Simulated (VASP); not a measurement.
# BaTiO3 (P1) in VASP: notebook

The runs below take BaTiO3 through single point, with PBE+U.

All numbers are computed with VASP 6.6.1; they aren't measurements. Logs are shortened: lines on timing, memory, paths and dates and some standing lists are left out, and cuts for length are marked.

## (1) The cell of the first run

The typed cell holds 10 atoms: a = 4.051 Å, b = 4.051 Å, c = 8.103 Å, α = 89.83°, β = 89.83°, γ = 89.83°.

## (2) Single point, PBE+U (atoms displaced along a vibrational mode)

INCAR

```
PREC = Accurate ; ENCUT = 520
EDIFF = 1E-6 ; ISMEAR = 0
SIGMA = 0.05 ; LREAL = F
LASPH = T ; NELM = 150
ALGO = Normal ; ISIF = 2
LWAVE = F ; LCHARG = F
LMAXMIX = 4 ; LDAU = T
LDAUTYPE = 2 ; LDAUL = -1 2 -1
LDAUU = 0 4 0 ; LDAUJ = 0 0 0
LDAUPRINT = 1 ; GGA = PE
NBANDS = 51
```

KPOINTS

```
regular mesh
0
Gamma
  6 6 4
```

POSCAR

```
BaTiO3
1.0
    2.8603720851      1.6514365933      2.3460535783
   -2.8603720851      1.6514365933      2.3460535783
    0.0000000000     -6.6057463733      4.6921071566
Ba Ti O
2 2 6
Direct
    0.0025630345      0.0025358162      0.0014707359
    0.0025630345      0.0025358162      0.5014707359
    0.5136261970      0.5138198621      0.2554687417
    0.5136261970      0.5138198621      0.7554687417
    0.4850316029      0.4836138174      0.4797292889
    0.4850316029      0.4836138174      0.9797292889
    0.4837961414      0.9953304777      0.2517517224
    0.4837961414      0.9953304777      0.7517517224
    0.9929229933      0.4824606487      0.2517923512
    0.9929229933      0.4824606487      0.7517923512
```

Potentials or basis: VASP PAW PBE potentials, release 64 (Ba_sv, Ti_sv, O).

On the command line:

```console
$ cat potpaw_PBE.64/Ba_sv/POTCAR potpaw_PBE.64/Ti_sv/POTCAR potpaw_PBE.64/O/POTCAR > POTCAR
$ mpirun -np 1 vasp_std > vasp.out
```

OUTCAR:

```text
PREC = Accurate
   ENCUT = 520
   EDIFF = 1E-6
   ISMEAR = 0
   LREAL = F
   LASPH = T
   NELM = 150
   ISIF = 2
   GGA = PE

 ion  position               nearest neighbor table
   1  0.003  0.003  0.001-   6 2.77  10 2.80   8 2.81   9 2.81   7 2.82   6 2.86   6 2.87   7 2.92
                             9 2.92   8 2.92  10 2.93   6 2.98   4 3.45   3 3.47   4 3.49   4 3.49
   2  0.003  0.003  0.501-   5 2.77   9 2.80   7 2.81  10 2.81   8 2.82   5 2.86   5 2.87   8 2.92
                            10 2.92   7 2.92   9 2.93   5 2.98   3 3.45   4 3.47   3 3.49   3 3.49
   3  0.514  0.514  0.255-   5 1.82   9 1.95   7 1.95   7 2.10   9 2.11   6 2.24   2 3.45   1 3.47
                             2 3.49   2 3.49   1 3.52   1 3.53   2 3.54   1 3.59
   4  0.514  0.514  0.755-   6 1.82  10 1.95   8 1.95   8 2.10  10 2.11   5 2.24   1 3.45   2 3.47
                             1 3.49   1 3.49   2 3.52   2 3.53   1 3.54   2 3.59
   5  0.485  0.484  0.480-   3 1.82   4 2.24   2 2.77   2 2.86   2 2.87   2 2.98
   6  0.485  0.484  0.980-   4 1.82   3 2.24   1 2.77   1 2.86   1 2.87   1 2.98
   7  0.484  0.995  0.252-   3 1.95   3 2.10   2 2.81   1 2.82   1 2.92   2 2.92
   8  0.484  0.995  0.752-   4 1.95   4 2.10   1 2.81   2 2.82   2 2.92   1 2.92
   9  0.993  0.482  0.252-   3 1.95   3 2.11   2 2.80   1 2.81   1 2.92   2 2.93
  10  0.993  0.482  0.752-   4 1.95   4 2.11   1 2.80   2 2.81   2 2.92   1 2.93

  LATTYP: Found a base centered monoclinic cell.
 ALAT       =     5.7380171537
 B/A-ratio  =     0.9969897296
 C/A-ratio  =     1.4120865841
 COS(beta)  =    -0.0042571605

  Lattice vectors:

 A1 = (  -2.8603720851,  -1.6514365933,  -2.3460535783)
 A2 = (   2.8603720851,  -1.6514365933,  -2.3460535783)
 A3 = (   0.0000000000,  -6.6057463733,   4.6921071566)

Analysis of symmetry for initial positions (statically):
=====================================================================
 Subroutine PRICEL returns following result:

  LATTYP: Found a trigonal (rhomboedric) cell.
 ALAT       =     4.0512885208
 COS(alpha) =     0.0030148013

  Lattice vectors:

 A1 = (   2.8603720851,   1.6514365933,   2.3460535783)
 A2 = (  -2.8603720851,   1.6514365933,   2.3460535783)
 A3 = (   0.0000000000,  -3.3028731866,   2.3460535783)

   2 primitive cells build up your supercell.

 Routine SETGRP: Setting up the symmetry group for a
 base centered monoclinic supercell.

 Subroutine GETGRP returns: Found  1 space group operations
 (whereof  1 operations were pure point group operations)
 out of a pool of  4 trial point group operations.

The static configuration has the point symmetry C_1 .

Analysis of symmetry for dynamics (positions and initial velocities):
=====================================================================
 Subroutine PRICEL returns following result:

  LATTYP: Found a trigonal (rhomboedric) cell.
 ALAT       =     4.0512885208
 COS(alpha) =     0.0030148013

  Lattice vectors:

 A1 = (   2.8603720851,   1.6514365933,   2.3460535783)
 A2 = (  -2.8603720851,   1.6514365933,   2.3460535783)
 A3 = (   0.0000000000,  -3.3028731866,   2.3460535783)

   2 primitive cells build up your supercell.

 Routine SETGRP: Setting up the symmetry group for a
 base centered monoclinic supercell.

 Subroutine GETGRP returns: Found  1 space group operations
 (whereof  1 operations were pure point group operations)
 out of a pool of  4 trial point group operations.

The dynamic configuration has the point symmetry C_1 .
[... 148 lines left out ...]

 onsite density matrix

spin component  1

  0.1561  0.0004 -0.0003  0.0557  0.0003
  0.0004  0.1968  0.0043  0.0000  0.0729
 -0.0003  0.0043  0.1092 -0.0003  0.0083
  0.0557  0.0000 -0.0003  0.1866  0.0003
  0.0003  0.0729  0.0083  0.0003  0.1676

spin component  2

  0.1561  0.0004 -0.0003  0.0557  0.0003
  0.0004  0.1968  0.0043  0.0000  0.0729
 -0.0003  0.0043  0.1092 -0.0003  0.0083
  0.0557  0.0000 -0.0003  0.1866  0.0003
  0.0003  0.0729  0.0083  0.0003  0.1676

 occupancies and eigenvectors

  o =  0.1046  v =  0.0012 -0.4445 -0.6638 -0.0054  0.6014  0.0000  0.0000  0.0000  0.0000  0.0000      0.0000  0.0000  0.0000  0.0000  0.0000  0.0000  0.0000  0.0000  0.0000  0.0000
  o =  0.1046  v =  0.0000  0.0000  0.0000  0.0000  0.0000  0.0012 -0.4445 -0.6638 -0.0054  0.6014      0.0000  0.0000  0.0000  0.0000  0.0000  0.0000  0.0000  0.0000  0.0000  0.0000
  o =  0.1120  v = -0.0768  0.4533 -0.7425  0.0568 -0.4839  0.0000  0.0000  0.0000  0.0000  0.0000      0.0000  0.0000  0.0000  0.0000  0.0000  0.0000  0.0000  0.0000  0.0000  0.0000
  o =  0.1120  v =  0.0000  0.0000  0.0000  0.0000  0.0000 -0.0768  0.4533 -0.7425  0.0568 -0.4839      0.0000  0.0000  0.0000  0.0000  0.0000  0.0000  0.0000  0.0000  0.0000  0.0000
  o =  0.1136  v =  0.0000  0.0000  0.0000  0.0000  0.0000 -0.7913 -0.0439  0.0686  0.6040  0.0502      0.0000  0.0000  0.0000  0.0000  0.0000  0.0000  0.0000  0.0000  0.0000  0.0000
  o =  0.1136  v = -0.7913 -0.0439  0.0686  0.6040  0.0502  0.0000  0.0000  0.0000  0.0000  0.0000      0.0000  0.0000  0.0000  0.0000  0.0000  0.0000  0.0000  0.0000  0.0000  0.0000
  o =  0.2291  v =  0.0000  0.0000  0.0000  0.0000  0.0000 -0.6065  0.0133  0.0043 -0.7949  0.0087      0.0000  0.0000  0.0000  0.0000  0.0000  0.0000  0.0000  0.0000  0.0000  0.0000
  o =  0.2291  v = -0.6065  0.0133  0.0043 -0.7949  0.0087  0.0000  0.0000  0.0000  0.0000  0.0000      0.0000  0.0000  0.0000  0.0000  0.0000  0.0000  0.0000  0.0000  0.0000  0.0000
  o =  0.2571  v =  0.0000  0.0000  0.0000  0.0000  0.0000 -0.0112 -0.7713 -0.0576 -0.0116 -0.6337      0.0000  0.0000  0.0000  0.0000  0.0000  0.0000  0.0000  0.0000  0.0000  0.0000
  o =  0.2571  v = -0.0112 -0.7713 -0.0576 -0.0116 -0.6337  0.0000  0.0000  0.0000  0.0000  0.0000      0.0000  0.0000  0.0000  0.0000  0.0000  0.0000  0.0000  0.0000  0.0000  0.0000

atom =   4  type =  2  l = 2

 onsite density matrix

spin component  1

  0.1561  0.0004 -0.0003  0.0557  0.0003
  0.0004  0.1968  0.0043  0.0000  0.0729
 -0.0003  0.0043  0.1092 -0.0003  0.0083
  0.0557  0.0000 -0.0003  0.1866  0.0003
  0.0003  0.0729  0.0083  0.0003  0.1676

spin component  2

  0.1561  0.0004 -0.0003  0.0557  0.0003
  0.0004  0.1968  0.0043  0.0000  0.0729
 -0.0003  0.0043  0.1092 -0.0003  0.0083
  0.0557  0.0000 -0.0003  0.1866  0.0003
  0.0003  0.0729  0.0083  0.0003  0.1676

 occupancies and eigenvectors

  o =  0.1046  v =  0.0012 -0.4445 -0.6638 -0.0054  0.6014  0.0000  0.0000  0.0000  0.0000  0.0000      0.0000  0.0000  0.0000  0.0000  0.0000  0.0000  0.0000  0.0000  0.0000  0.0000
  o =  0.1046  v =  0.0000  0.0000  0.0000  0.0000  0.0000  0.0012 -0.4445 -0.6638 -0.0054  0.6014      0.0000  0.0000  0.0000  0.0000  0.0000  0.0000  0.0000  0.0000  0.0000  0.0000
  o =  0.1120  v = -0.0768  0.4533 -0.7425  0.0568 -0.4839  0.0000  0.0000  0.0000  0.0000  0.0000      0.0000  0.0000  0.0000  0.0000  0.0000  0.0000  0.0000  0.0000  0.0000  0.0000
  o =  0.1120  v =  0.0000  0.0000  0.0000  0.0000  0.0000 -0.0768  0.4533 -0.7425  0.0568 -0.4839      0.0000  0.0000  0.0000  0.0000  0.0000  0.0000  0.0000  0.0000  0.0000  0.0000
  o =  0.1136  v =  0.0000  0.0000  0.0000  0.0000  0.0000 -0.7913 -0.0439  0.0686  0.6040  0.0502      0.0000  0.0000  0.0000  0.0000  0.0000  0.0000  0.0000  0.0000  0.0000  0.0000
  o =  0.1136  v = -0.7913 -0.0439  0.0686  0.6040  0.0502  0.0000  0.0000  0.0000  0.0000  0.0000      0.0000  0.0000  0.0000  0.0000  0.0000  0.0000  0.0000  0.0000  0.0000  0.0000
  o =  0.2291  v =  0.0000  0.0000  0.0000  0.0000  0.0000 -0.6065  0.0133  0.0043 -0.7949  0.0087      0.0000  0.0000  0.0000  0.0000  0.0000  0.0000  0.0000  0.0000  0.0000  0.0000
  o =  0.2291  v = -0.6065  0.0133  0.0043 -0.7949  0.0087  0.0000  0.0000  0.0000  0.0000  0.0000      0.0000  0.0000  0.0000  0.0000  0.0000  0.0000  0.0000  0.0000  0.0000  0.0000
  o =  0.2571  v =  0.0000  0.0000  0.0000  0.0000  0.0000 -0.0112 -0.7713 -0.0576 -0.0116 -0.6337      0.0000  0.0000  0.0000  0.0000  0.0000  0.0000  0.0000  0.0000  0.0000  0.0000
  o =  0.2571  v = -0.0112 -0.7713 -0.0576 -0.0116 -0.6337  0.0000  0.0000  0.0000  0.0000  0.0000      0.0000  0.0000  0.0000  0.0000  0.0000  0.0000  0.0000  0.0000  0.0000  0.0000

 number of electron      79.9999983 magnetization

 Free energy of the ion-electron system (eV)
  ---------------------------------------------------
  ext. energy  EPLUGINS =         0.00000000
  ---------------------------------------------------
  free energy    TOTEN  =       -74.30144371 eV

  energy without entropy =      -74.30144371  energy(sigma->0) =      -74.30144371

 E-fermi :   4.1041     XC(G=0): -11.0581

 val. band max:        3.7273055048   @ k =   0.5000   0.5000  -0.0000
 cond. band min:       6.3142522096   @ k =   0.0000   0.0000   0.0000
 fundamental gap:      2.5869467048
 Fermi energy:         4.1040543421

 k-point     1 :       0.0000    0.0000    0.0000
  band No.  band energies     occupation
      1     -53.8933      2.00000
      2     -53.8926      2.00000
      3     -30.1733      2.00000
      4     -30.1355      2.00000
      5     -30.0527      2.00000
      6     -30.0512      2.00000
[... 1285 lines left out ...]
     50      10.2349      0.00000
     51      10.5215      0.00000

 [... further k-points ...]

------------------------ aborting loop because EDIFF is reached ----------------------------------------

  FORCE on cell =-STRESS in cart. coord.  units (eV):
  Direction    XX          YY          ZZ          XY          YZ          ZX
  --------------------------------------------------------------------------------------
  -------------------------------------------------------------------------------------
  Total        2.2389036      5.2188122      3.5286534      0.0936385     -1.8065628      0.0520045
  in kB       26.9738150     62.8750935     42.5124353      1.1281354    -21.7650682      0.6265387
  external PRESSURE =      44.1204479 kB  Pullay stress =       0.0000000 kB

 VOLUME and BASIS-vectors are now :
 -----------------------------------------------------------------------------
  energy-cutoff  :      520.00
  volume of cell :      132.99
      direct lattice vectors                 reciprocal lattice vectors
     2.860372085  1.651436593  2.346053578     0.174802433  0.100922232  0.142082575
    -2.860372085  1.651436593  2.346053578    -0.174802433  0.100922232  0.142082575
     0.000000000 -6.605746373  4.692107157     0.000000000 -0.100922232  0.071041287

 POSITION                                       TOTAL-FORCE (eV/Angst)
 -----------------------------------------------------------------------------------
      0.00008     -0.00129      0.01886        -0.005042      0.073922     -0.036378
      0.00008     -3.30417      2.36492        -0.005042      0.073922     -0.036378
     -0.00055      0.00920      3.60913         0.003894      0.157935     -0.707710
     -0.00055     -3.29367      5.95518         0.003894      0.157935     -0.707710
      0.00406     -1.56931      4.52344        -0.050413     -1.359411      1.447110
      0.00406     -4.87219      6.86949        -0.050413     -1.359411      1.447110
     -1.46318      0.77968      4.65136         0.507607      0.520613     -0.411732
     -1.46318     -2.52320      6.99741         0.507607      0.520613     -0.411732
      1.46011      0.77323      4.64277        -0.456046      0.606941     -0.291291
      1.46011     -2.52965      6.98882        -0.456046      0.606941     -0.291291
 -----------------------------------------------------------------------------------
    total drift:                                0.000533     -0.000227      0.001200

  FREE ENERGIE OF THE ION-ELECTRON SYSTEM (eV)
  ---------------------------------------------------
  free  energy   TOTEN  =       -74.3014437085 eV

  energy  without entropy=      -74.3014437085  energy(sigma->0) =      -74.30144371
```

It took 6 min on 1 thread of Intel Xeon 6975P-C (Granite Rapids), shared host; peak memory 0.52 GiB.

Results:

- Free energy: -74.3014 eV
- Pressure: 4.4 GPa
- Largest force: 1.986 eV/Å
- Band gap on the k mesh: 2.59 eV

Forces in eV/Å, atoms in the order of the input:
```
Ba  -0.005  0.074 -0.036
Ba  -0.005  0.074 -0.036
Ti   0.004  0.158 -0.708
Ti   0.004  0.158 -0.708
O   -0.050 -1.359  1.447
O   -0.050 -1.359  1.447
O    0.508  0.521 -0.412
O    0.508  0.521 -0.412
O   -0.456  0.607 -0.291
O   -0.456  0.607 -0.291
```

Stress tensor (GPa, compression positive):
```
 2.70  0.11  0.06
 0.11  6.29 -2.18
 0.06 -2.18  4.25
```

Eigenvalues of the final occupation matrices:
```
    site  spin  trace               eigenvalues
site 3 d     1   0.82  0.10 0.11 0.11 0.23 0.26
site 3 d     2   0.82  0.10 0.11 0.11 0.23 0.26
site 4 d     1   0.82  0.10 0.11 0.11 0.23 0.26
site 4 d     2   0.82  0.10 0.11 0.11 0.23 0.26
```

Caveat: the cell differs from its parent crystal (atoms displaced along a vibrational mode); the cell stands under pressure; spin-orbit coupling is left out, which moves the levels of the heavy elements; forces of over 1 eV/Å act on the atoms, so gaps and moduli don't describe the material at rest. A k mesh can miss the band edges.

## (3) Single point, PBE+U (atoms displaced along a vibrational mode)

INCAR

```
SYSTEM = BaTiO3
ALGO = Normal
EDIFF = 1E-6
ENCUT = 520
GGA = PE
ISIF = 2
ISMEAR = 0
LASPH = .TRUE.
LCHARG = .TRUE.
LDAU = .TRUE.
LDAUJ = 0 0 0
LDAUL = -1 2 -1
LDAUPRINT = 1
LDAUTYPE = 2
LDAUU = 0 4 0
LELF = .TRUE.
LMAXMIX = 4
LREAL = .FALSE.
LVHAR = .TRUE.
LWAVE = .FALSE.
NBANDS = 51
NELM = 150
PREC = Accurate
SIGMA = 0.05
```

KPOINTS

```
k-points
0
G
  6 6 4
  0 0 0
```

POSCAR

```
BaTiO3
1.0
    2.8603720851      1.6514365933      2.3460535783
   -2.8603720851      1.6514365933      2.3460535783
    0.0000000000     -6.6057463733      4.6921071566
Ba Ti O
2 2 6
Direct
    0.0025045427      0.0024637152      0.0015360993
    0.0025045427      0.0024637152      0.5015360993
    0.5140396700      0.5143301677      0.2550032998
    0.5140396700      0.5143301677      0.7550032998
    0.4823860519      0.4802593736      0.4739501030
    0.4823860519      0.4802593736      0.9739501030
    0.4805328597      1.0017080559      0.2550469074
    0.4805328597      1.0017080559      0.7550469074
    0.9980968293      0.4785296207      0.2551078506
    0.9980968293      0.4785296207      0.7551078506
```

Potentials or basis: VASP PAW PBE potentials, release 64 (Ba_sv, Ti_sv, O).

On the command line:

```console
$ cat potpaw_PBE.64/Ba_sv/POTCAR potpaw_PBE.64/Ti_sv/POTCAR potpaw_PBE.64/O/POTCAR > POTCAR
$ mpirun -np 1 vasp_std > vasp.out
```

It took 22 min on 1 thread of Oxide Virtual Turin-like, shared host; peak memory 0.48 GiB.

It converged, with:

| Item | Value |
| --- | --- |
| Free energy | -73.8978 eV |
| Pressure | 5.6 GPa |
| Largest force | 2.971 eV/Å |
| Band gap on the k mesh | 2.57 eV |

Forces in eV/Å, atoms in the order of the input:
```
Ba  -0.007  0.104 -0.034
Ba  -0.007  0.104 -0.034
Ti   0.006  0.391 -0.843
Ti   0.006  0.391 -0.843
O   -0.076 -2.046  2.152
O   -0.076 -2.046  2.152
O    0.891  0.712 -0.730
O    0.891  0.712 -0.730
O   -0.814  0.839 -0.546
O   -0.814  0.839 -0.546
```

Stress tensor (GPa, compression positive):
```
 2.89  0.17  0.06
 0.17  8.25 -3.52
 0.06 -3.52  5.54
```

Levels at points of the mesh, in eV from the valence-band top:
| k point | band 37 | band 38 | band 39 | band 40 | band 41 | band 42 | band 43 | band 44 |
| --- | --- | --- | --- | --- | --- | --- | --- | --- |
| (0.00, 0.00, 0.00) | -0.79 | -0.59 | -0.51 | -0.43 | 2.57 | 2.62 | 2.74 | 2.76 |
| (0.50, 0.00, 0.00) | -0.96 | -0.94 | -0.92 | -0.23 | 2.74 | 3.85 | 3.93 | 3.95 |
| (0.00, 0.50, 0.00) | -0.96 | -0.95 | -0.94 | -0.22 | 2.74 | 3.86 | 3.95 | 3.96 |
| (0.50, 0.50, 0.00) | -0.16 | -0.14 | -0.08 | 0.00 | 3.99 | 4.03 | 4.31 | 4.44 |
| (0.00, 0.00, 0.50) | -0.70 | -0.70 | -0.61 | -0.61 | 2.66 | 2.66 | 3.22 | 3.22 |
| (0.50, 0.00, 0.50) | -1.17 | -1.17 | -0.58 | -0.58 | 3.30 | 3.30 | 3.93 | 3.93 |
| (0.00, 0.50, 0.50) | -1.17 | -1.17 | -0.57 | -0.57 | 3.30 | 3.30 | 3.94 | 3.94 |
| (0.50, 0.50, 0.50) | -0.64 | -0.64 | -0.04 | -0.04 | 4.16 | 4.16 | 4.25 | 4.25 |

Eigenvalues of the final occupation matrices:
| site | spin | trace | eigenvalues |
| --- | --- | --- | --- |
| site 3 d | 1 | 0.83 | 0.10 0.11 0.12 0.23 0.27 |
| site 3 d | 2 | 0.83 | 0.10 0.11 0.12 0.23 0.27 |
| site 4 d | 1 | 0.83 | 0.10 0.11 0.12 0.23 0.27 |
| site 4 d | 2 | 0.83 | 0.10 0.11 0.12 0.23 0.27 |

Caveat: the cell differs from its parent crystal (atoms displaced along a vibrational mode); the cell stands under pressure; spin-orbit coupling is left out, which moves the levels of the heavy elements; forces of over 1 eV/Å act on the atoms, so gaps and moduli don't describe the material at rest.
